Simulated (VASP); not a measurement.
# LuBe3 (Fm-3m) in VASP: notebook, part 2 of 2

VASP 6.6.1. Earlier steps stand in the parts before.

### 4 Relaxation of cell and atoms, PBE

This run uses another cell than the first one, of 13.32 Å³/atom, 1.051 times its volume.

Input file INCAR:

```
ALGO     = Normal         # electronic algorithm
EDIFF    = 1E-6           # SCF threshold, eV
EDIFFG   = -0.04          # ionic threshold
ENCUT    = 600            # plane-wave cutoff, eV
GGA      = PE             # functional
IBRION   = 2              # ionic algorithm
ISIF     = 3              # what is computed and relaxed
ISMEAR   = 0              # smearing method
LASPH    = True           # aspherical terms in the spheres
LCHARG   = False          # write CHGCAR
LREAL    = False          # projectors in reciprocal space
LWAVE    = False          # write WAVECAR
NELM     = 80             # most SCF steps
NSW      = 90             # ionic steps
PREC     = Accurate       # precision mode
SIGMA    = 0.1            # smearing width, eV
```

Input file KPOINTS:

```
k-points
0
Gamma
  6 6 6
```

Input file POSCAR:

```
LuBe3
1.0
    0.0000000000      2.9866745900      2.9866745900
    2.9866745900      0.0000000000      2.9866745900
    2.9866745900      2.9866745900      0.0000000000
Lu Be
1 3
Direct
    0.0000000000      0.0000000000      0.0000000000
    0.5000000000      0.5000000000      0.5000000000
    0.2500000000      0.2500000000      0.2500000000
    0.7500000000      0.7500000000      0.7500000000
```

Started as:

```sh
cat potpaw_PBE.64/Lu/POTCAR potpaw_PBE.64/Be/POTCAR > POTCAR
mpirun -np 1 vasp_std > vasp.out
```

It took 2.6 min on 1 thread of AMD EPYC 7R13, shared host; peak memory 0.19 GiB.

The run converged. Its results:

```yaml
Free_energy: -15.2302 eV
Relaxed_volume: 12.69 Å³/atom
Relaxed_cell: a = 4.156 Å, b = 4.156 Å, c = 4.156 Å, α = 60.00°, β = 60.00°, γ = 60.00°
Space_group_after_relaxing_to_0.05_Å: Fm-3m (No. 225)
Energy_gained_by_relaxing: 7.9 meV/atom
Ionic_steps: 2
Pressure_after_relaxing: 0.1 GPa
```

Step by step:
| step | energy change (eV) | largest force (eV/Å) | pressure (GPa) | volume (Å³) |
| --- | --- | --- | --- | --- |
| 1 | 0.0000 | 0.0000 | -4.03 | 53.28 |
| 2 | -0.0316 | 0.0000 | 0.09 | 50.74 |

Final structure:
```
Lu Be
1.0
     0.00000    2.93840    2.93840
     2.93840    0.00000    2.93840
     2.93840    2.93840    0.00000
Lu Be
1 3
Direct
  0.00000 0.00000 0.00000
  0.50000 0.50000 0.50000
  0.25000 0.25000 0.25000
  0.75000 0.75000 0.75000
```

Levels at points of the mesh, in eV from the Fermi level:
```csv
k point,band 13,band 14,band 15,band 16,band 17,band 18
"(0.00, 0.00, 0.00)",-1.40,-1.40,-1.40,2.40,2.40,2.40
"(0.50, 0.00, 0.00)",-4.18,-1.70,-1.70,2.36,2.71,2.71
"(0.50, 0.50, 0.00)",-3.68,-2.43,-1.25,-1.25,1.76,3.14
```

Caveat: spin-orbit coupling is left out, which moves the levels of the heavy elements.

### 5 Single point, PBE

Input file INCAR:

```
PREC = Accurate
ENCUT = 520
EDIFF = 1E-6
ISMEAR = 0
SIGMA = 0.1
LREAL = False
LASPH = True
NELM = 80
ALGO = Normal
ISIF = 2
LWAVE = False
LCHARG = False
GGA = PE
NBANDS = 24
```

Input file KPOINTS:

```
Automatic mesh
0
Gamma
  14 14 14
```

Input file POSCAR:

```
LuBe3
1.0
    0.0000000000      2.9378334755      2.9378334755
    2.9378334755      0.0000000000      2.9378334755
    2.9378334755      2.9378334755      0.0000000000
Lu Be
1 3
Direct
    0.0000000000      0.0000000000      0.0000000000
    0.5000000000      0.5000000000      0.5000000000
    0.2500000000      0.2500000000      0.2500000000
    0.7500000000      0.7500000000      0.7500000000
```

Started as:

```sh
cat potpaw_PBE.64/Lu/POTCAR potpaw_PBE.64/Be/POTCAR > POTCAR
mpirun -np 1 vasp_std > vasp.out
```

Wall time 4.2 min (1 thread of AMD EPYC 7R13, shared host); peak memory 0.24 GiB.

It converged, with:

```yaml
Free_energy: -15.2124 eV
Pressure: 0.4 GPa
```

Levels at points of the mesh, in eV from the Fermi level:
| k point | band 12 | band 13 | band 14 | band 15 | band 16 | band 17 | band 18 | band 19 |
| --- | --- | --- | --- | --- | --- | --- | --- | --- |
| (0.00, 0.00, 0.00) | -4.29 | -1.51 | -1.51 | -1.51 | 2.29 | 2.29 | 2.29 | 2.55 |
| (0.50, 0.00, 0.00) | -4.30 | -4.29 | -1.81 | -1.81 | 2.25 | 2.61 | 2.61 | 3.13 |
| (0.50, 0.50, 0.00) | -4.31 | -3.79 | -2.54 | -1.36 | -1.36 | 1.66 | 3.03 | 3.03 |

Caveat: spin-orbit coupling is left out, which moves the levels of the heavy elements.

### 6 Relaxation of cell and atoms, PBE

Input file INCAR:

```
SYSTEM = LuBe3
  ALGO = Fast
  EDIFF = 1E-7
  EDIFFG = -0.01
  ENCUT = 600
  GGA = PE
  IBRION = 2
  ISIF = 3
  ISMEAR = 0
  LASPH = .True.
  LCHARG = .False.
  LREAL = .False.
  LWAVE = .False.
  NELM = 80
  NSW = 100
  PREC = Accurate
  SIGMA = 0.1
```

Input file KPOINTS:

```
k-points
0
Gamma
  14 14 14
  0 0 0
```

POSCAR is that of step 5.

Potentials or basis: VASP PAW PBE potentials, release 64 (Lu, Be).

Started as:

```sh
cat potpaw_PBE.64/Lu/POTCAR potpaw_PBE.64/Be/POTCAR > POTCAR
mpirun -np 1 vasp_std > vasp.out
```

It took 32 min on 1 thread of AMD EPYC 7R13, shared host; peak memory 0.3 GiB.

It converged, with:

* Free energy: -15.2133 eV
* Relaxed volume: 12.72 Å³/atom
* Relaxed cell: a = 4.159 Å, b = 4.159 Å, c = 4.159 Å, α = 60.00°, β = 60.00°, γ = 60.00°
* Space group after relaxing (to 0.05 Å): Fm-3m (No. 225)
* Energy gained by relaxing: 0.1 meV/atom
* Ionic steps: 3
* Pressure after relaxing: 0.1 GPa

The path:
```csv
step,energy change (eV),largest force (eV/Å),pressure (GPa),volume (Å³)
1,0.0000,0.0000,0.25,50.71
2,-0.0002,0.0000,0.13,50.86
3,-0.0003,0.0000,0.09,50.89
```

Final structure:
```
Lu Be
1.0
     0.00000    2.94119    2.94119
     2.94119    0.00000    2.94119
     2.94119    2.94119    0.00000
Lu Be
1 3
Cartesian
  0.0000 0.0000 0.0000
  2.9412 2.9412 2.9412
  1.4706 1.4706 1.4706
  4.4118 4.4118 4.4118
```

Levels at points of the mesh, in eV from the Fermi level:
| k point | band 12 | band 13 | band 14 | band 15 | band 16 | band 17 | band 18 | band 19 |
| --- | --- | --- | --- | --- | --- | --- | --- | --- |
| (0.00, 0.00, 0.00) | -4.30 | -1.50 | -1.50 | -1.50 | 2.28 | 2.28 | 2.28 | 2.55 |
| (0.50, 0.00, 0.00) | -4.31 | -4.30 | -1.80 | -1.80 | 2.25 | 2.60 | 2.60 | 3.17 |
| (0.50, 0.50, 0.00) | -4.31 | -3.79 | -2.54 | -1.36 | -1.36 | 1.64 | 3.02 | 3.02 |

Caveat: spin-orbit coupling is left out, which moves the levels of the heavy elements.

### 7 The runs side by side

```csv
task,cell,k mesh,cutoff (eV),gap on the mesh (eV),pressure (GPa),relaxed volume (Å³/atom)
single point,"a = 4.155 Å, angles 60.0°, 4 atoms",6 × 6 × 6,520,none,0.1,-
single point,"a = 4.224 Å, angles 60.0°, 4 atoms",6 × 6 × 6,520,none,-4.0,-
relaxation of cell and atoms,"relaxed from a = 4.224 Å, angles 60.0°, 4 atoms",6 × 6 × 6,600,none,0.1,12.69
single point,"a = 4.155 Å, angles 60.0°, 4 atoms",14 × 14 × 14,520,none,0.4,-
relaxation of cell and atoms,"relaxed from a = 4.155 Å, angles 60.0°, 4 atoms",14 × 14 × 14,600,none,0.1,12.72
```

Alike in all rows: level PBE; potentials or basis VASP PAW PBE potentials, release 64 (Lu, Be); no spin polarisation; smearing gaussian 0.1 eV.

Caveats: spin-orbit coupling is left out, which moves the levels of the heavy elements.

Total energies depend on the potentials used, so only differences within one code and one set of settings carry meaning.
